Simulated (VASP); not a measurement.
# AlCo (P4/mmm) in VASP: further runs, part 2 of 2

VASP 6.6.1. The steps go on from the part before.

## (4) Single point, PBEsol (strain +0.0150 x Voigt [1, 1, 0, 0, 0, 0])

INCAR

```
SYSTEM = AlCo
  PREC = Accurate
  ENCUT = 520
  EDIFF = 1E-7
  ISMEAR = 0
  SIGMA = 0.15
  LREAL = .FALSE.
  LASPH = .TRUE.
  NELM = 60
  ALGO = Fast
  ISIF = 2
  LWAVE = .FALSE.
  LCHARG = .FALSE.
  GGA = PS
  NBANDS = 13
```

KPOINTS

```
regular mesh
0
G
  22 22 22
  0 0 0
```

POSCAR

```
AlCo
1.0
    2.8649243187      0.0000000000      0.0000000000
    0.0000000000      2.8649243187      0.0000000000
    0.0000000000      0.0000000000      2.8225855357
Al Co
1 1
Direct
    0.0000000000      0.0000000000      0.0000000000
    0.5000000000      0.5000000000      0.5000000000
```

Potentials or basis: VASP PAW PBE potentials, release 64 (Al, Co).

The run is started by

```console
$ cat potpaw_PBE.64/Al/POTCAR potpaw_PBE.64/Co/POTCAR > POTCAR
$ mpirun -np 1 vasp_std > vasp.out
```

OUTCAR:

```text
SYSTEM = AlCo
   PREC = Accurate
   ENCUT = 520
   EDIFF = 1E-7
   ISMEAR = 0
   LREAL = .FALSE.
   LASPH = .TRUE.
   NELM = 60
   ISIF = 2
   GGA = PS

 ion  position               nearest neighbor table
   1  0.000  0.000  0.000-   2 2.47   2 2.47   2 2.47   2 2.47   2 2.47   2 2.47   2 2.47   2 2.47

   2  0.500  0.500  0.500-   1 2.47   1 2.47   1 2.47   1 2.47   1 2.47   1 2.47   1 2.47   1 2.47

  LATTYP: Found a simple tetragonal cell.
 ALAT       =     2.8649243187
 C/A-ratio  =     0.9852216749

  Lattice vectors:

 A1 = (   2.8649243187,   0.0000000000,   0.0000000000)
 A2 = (   0.0000000000,   2.8649243187,   0.0000000000)
 A3 = (   0.0000000000,   0.0000000000,   2.8225855357)

Analysis of symmetry for initial positions (statically):
=====================================================================
 Subroutine PRICEL returns:
 Original cell was already a primitive cell.

 Routine SETGRP: Setting up the symmetry group for a
 simple tetragonal supercell.

 Subroutine GETGRP returns: Found 16 space group operations
 (whereof 16 operations were pure point group operations)
 out of a pool of 16 trial point group operations.

The static configuration has the point symmetry D_4h.

Analysis of symmetry for dynamics (positions and initial velocities):
[... 172 lines left out ...]
      3       7.4691      2.00000
      4       9.5804      2.00000
      5       9.6391      2.00000
      6       9.6391      2.00000
      7      16.2131      0.00000
      8      16.2131      0.00000
      9      16.7585      0.00000
     10      19.1321      0.00000
     11      19.2285      0.00000
     12      25.5637      0.00000
     13      31.8113      0.00000
[... 354 lines left out ...]
  band No.  band energies     occupation
      1      -0.3174      2.00000
      2       7.4459      2.00000
      3       7.5166      2.00000
      4       9.4029      2.00000
      5       9.5529      2.00000
      6       9.5890      2.00000
      7      14.8926      0.00000
      8      15.3588      0.00000
      9      17.1792      0.00000
     10      19.8490      0.00000
     11      20.9467      0.00000
     12      26.4720      0.00000
     13      28.6879      0.00000

 [... further k-points ...]
[... 5 lines left out ...]
  --------------------------------------------------------------------------------------
  -------------------------------------------------------------------------------------
  Total       -0.8878422     -0.8878422     -0.5210679      0.0000000      0.0000000      0.0000000
  in kB      -61.4006478    -61.4006478    -36.0355737      0.0000000      0.0000000      0.0000000
  external PRESSURE =     -52.9456231 kB  Pullay stress =       0.0000000 kB

 VOLUME and BASIS-vectors are now :
 -----------------------------------------------------------------------------
  energy-cutoff  :      520.00
  volume of cell :       23.17
      direct lattice vectors                 reciprocal lattice vectors
     2.864924319  0.000000000  0.000000000     0.349049360  0.000000000  0.000000000
     0.000000000  2.864924319  0.000000000     0.000000000  0.349049360  0.000000000
     0.000000000  0.000000000  2.822585536     0.000000000  0.000000000  0.354285100

 POSITION                                       TOTAL-FORCE (eV/Angst)
 -----------------------------------------------------------------------------------
      0.00000      0.00000      0.00000         0.000000      0.000000      0.000000
      1.43246      1.43246      1.41129         0.000000      0.000000      0.000000
 -----------------------------------------------------------------------------------
    total drift:                                0.000000     -0.000000     -0.000000

  FREE ENERGIE OF THE ION-ELECTRON SYSTEM (eV)
  ---------------------------------------------------
  free  energy   TOTEN  =       -13.0728358201 eV

  energy  without entropy=      -13.0629897014  energy(sigma->0) =      -13.06791276
```

stdout:

```text
POSCAR found type information on POSCAR AlCo
 POSCAR found :  2 types and       2 ions
 scaLAPACK will be used
 -----------------------------------------------------------------------------
|                                                                             |
|                                                                             |
|     You enforced a specific xc type in the INCAR file but a different       |
|     I HOPE YOU KNOW WHAT YOU ARE DOING!                                     |
|                                                                             |
 -----------------------------------------------------------------------------

 LDA part: xc-table for (Slater+PW92), standard interpolation
 POSCAR, INCAR and KPOINTS ok, starting setup
 FFT: planning ... GRIDC
 FFT: planning ... GRID_SOFT
 FFT: planning ... GRID
 WAVECAR not read
 entering main loop
WARNING in EDDRMM: call to ZHEGV failed, returncode =   8  4     13
WARNING in EDDRMM: call to ZHEGV failed, returncode =   6  3     13
WARNING in EDDRMM: call to ZHEGV failed, returncode =   8  4     11
WARNING in EDDRMM: call to ZHEGV failed, returncode =   8  4     13
WARNING in EDDRMM: call to ZHEGV failed, returncode =   8  4     13
WARNING in EDDRMM: call to ZHEGV failed, returncode =   8  4     13
```

Run time: 2.9 min. Hardware: 1 thread of AMD EPYC 9R45 (Zen 5), shared host; peak memory 0.36 GiB.

What came out:

| Item | Value |
| --- | --- |
| Free energy | -13.0728 eV |
| Pressure | -5.3 GPa |
| Band gap on the k mesh | zero (band 6 reaches 12.78 eV, above the bottom of band 7 at 10.15 eV) |

Stress tensor (GPa, compression positive):
```
-6.14  0.00  0.00
 0.00 -6.14  0.00
 0.00  0.00 -3.60
```

Caveat: the cell differs from its parent crystal (strain +0.0150 x Voigt [1, 1, 0, 0, 0, 0]); the PAW data sets were made with another functional, which shifts forces and pressure a little. Spin polarisation is off, so any magnetic state and its effect on volume and gap are missing.

## (5) The runs side by side

```tsv
cell	further INCAR settings	gap on the mesh (eV)	pressure (GPa)
a = 2.738, b = 2.738, c = 2.823 Å, 2 atoms	ALGO = Fast; EDIFF = 1e-06; NBANDS = 13	none	13.0
a = 2.780, b = 2.780, c = 2.823 Å, 2 atoms	ALGO = Fast; EDIFF = 1e-06; NBANDS = 13	none	5.9
a = 2.865, b = 2.865, c = 2.823 Å, 2 atoms	ALGO = Fast; EDIFF = 1e-07; NBANDS = 13	none	-5.3
```

Alike in all rows: task single point; level PBEsol; potentials or basis VASP PAW PBE potentials, release 64 (Al, Co); no spin polarisation; k mesh 22 × 22 × 22; cutoff (eV) 520; smearing gaussian 0.15 eV.

Caveats: the PAW data sets were made with another functional, which shifts forces and pressure a little.

Total energies depend on the potentials used, so only differences within one code and one set of settings carry meaning.
